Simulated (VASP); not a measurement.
Wanted: the native input for a VASP 6.6.1 run.

```yaml
Task: relaxation of cell and atoms
Functional: PBE
Potentials_or_basis: VASP PAW PBE potentials, release 64 (Ho_3, O), 4f in core
Cutoff: 600 eV
k_mesh: 5 × 5 × 5
Occupations: gaussian, width 0.2 eV
Spin: no spin polarisation
Dipole_correction: no
Further_INCAR_settings: ALGO = Normal; EDIFF = 1e-07; IBRION = 2; EDIFFG = -0.08; NSW = 36; ISIF = 3
```

The structure of Ho2O lies in POSCAR:

```
Ho2O
1.0
    0.0000000000      3.1991150500      3.1991150500
    3.1991150500      0.0000000000      3.1991150500
    3.1991150500      3.1991150500      0.0000000000
Ho O
2 1
Direct
    0.2500000000      0.2500000000      0.2500000000
    0.5000000000      0.5000000000      0.5000000000
    0.7500000000      0.7500000000      0.7500000000
```

The cell was generated, and may not be a known phase.

The input as run:

INCAR

```
SYSTEM = Ho2O
  PREC = Accurate
  ENCUT = 600
  EDIFF = 1E-7
  ISMEAR = 0
  SIGMA = 0.2
  LREAL = .FALSE.
  LASPH = .TRUE.
  NELM = 200
  ALGO = Normal
  ISIF = 3
  LWAVE = .FALSE.
  LCHARG = .FALSE.
  GGA = PE
  IBRION = 2
  NSW = 36
  EDIFFG = -0.08
  GGA_COMPAT = .FALSE.
  NELMIN = 4
  LMAXMIX = 6
```

KPOINTS

```
Automatic mesh
0
G
  5 5 5
  0 0 0
```

Potentials or basis: VASP PAW PBE potentials, release 64 (Ho_3, O), 4f in core.

Run with:

```sh
$ cat potpaw_PBE.64/Ho_3/POTCAR potpaw_PBE.64/O/POTCAR > POTCAR
$ mpirun -np 1 vasp_std > vasp.out
```

It gave:

- Pressure after relaxing: -0.1 GPa
- Band gap on the k mesh: zero (bands 12 and 13 overlap by 0.88 eV)

Caveat: the relaxation stopped at its first step, so nothing moved; spin-orbit coupling is left out, which moves the levels of the heavy elements; the 4f electrons are frozen in the core, so they carry no moment and show no levels; the run has no spin polarisation, though such a crystal can be magnetic.

It took 39 s on 1 thread of Intel Xeon 8259CL, with other jobs on the host, peak memory 0.21 GiB.
